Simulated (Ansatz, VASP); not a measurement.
## Two plane-wave programs on C

INCAR

```
SYSTEM = C
ALGO     = Normal         ! electronic algorithm
EDIFF    = 1E-7           ! SCF threshold, eV
ENCUT    = 520            ! plane-wave cutoff, eV
GGA      = PE             ! functional
ISIF     = 2              ! what is computed and relaxed
ISMEAR   = 0              ! smearing method
IVDW     = 12             ! dispersion correction
LASPH    = .TRUE.         ! aspherical terms in the spheres
LCHARG   = .FALSE.        ! write CHGCAR
LREAL    = .FALSE.        ! projectors in reciprocal space
LWAVE    = .FALSE.        ! write WAVECAR
NBANDS   = 16             ! bands
NELM     = 80             ! most SCF steps
PREC     = Accurate       ! precision mode
SIGMA    = 0.15           ! smearing width, eV
```

Contents of KPOINTS:

```
k-points
0
G
  21 21 8
  0 0 0
```

The input POSCAR:

```
C
1.0
    2.5536708626      0.0000000000      0.0000000000
   -1.2768354313      2.2115438399      0.0000000000
    0.0000000000      0.0000000000      6.0925479439
C
4
Direct
    0.0000000000      0.0000000000      0.0025000000
    0.0000000000      0.0000000000      0.5025000000
    0.3333333333      0.6666666667      0.0025000000
    0.6666666667      0.3333333333      0.5025000000
```

Input for Ansatz:

```yaml
crystal:
  lattice:
    - [2.5536708626, 0.0, 0.0]
    - [-1.2768354313, 2.2115438399, 0.0]
    - [0.0, 0.0, 6.0925479439]
  atoms:
    - { symbol: C, position: [0.0, 0.0, 0.0025] }
    - { symbol: C, position: [0.0, 0.0, 0.5025] }
    - { symbol: C, position: [0.3333333333, 0.6666666667, 0.0025] }
    - { symbol: C, position: [0.6666666667, 0.3333333333, 0.5025] }
basis:
  ecutwfc: 520.0
kpoints:
  mp_grid: { grid: [21, 21, 8] }
hamiltonian:
  xc: pbe
  pseudopotentials: { kind: paw, azcp: { folder: soft_1 } }
  dispersion: d3bj
scf:
  occupations: { method: gaussian, width: 0.15 }
output:
  forces: true
  stress: true
  eigenvalues: true
```

Alike in both runs: task single point; functional PBE; dispersion D3(BJ); k mesh 21 × 21 × 8; occupations gaussian, width 0.15 eV; no spin polarisation.

```csv
,VASP,Ansatz
version,VASP 6.6.1,Ansatz 0.2.0
potentials or method,"VASP PAW PBE potentials, release 64 (C), cutoff 520 eV","scalar-relativistic, plane waves, PAW"
valence electrons in the cell,16,16
```

VASP gave:

```
gap on the k mesh at the Fermi level (eV)                     : none
pressure (GPa)                                                : -26.6
traceless stress, the component that is largest in VASP (GPa) : 32.61
```

Estimate Ansatz's values.

gap on the k mesh at the Fermi level (eV): none; pressure (GPa): -27.0; traceless stress, the component that is largest in VASP (GPa): 33.08.

A gap of «none» marks a metal or a gap that the smearing closes.
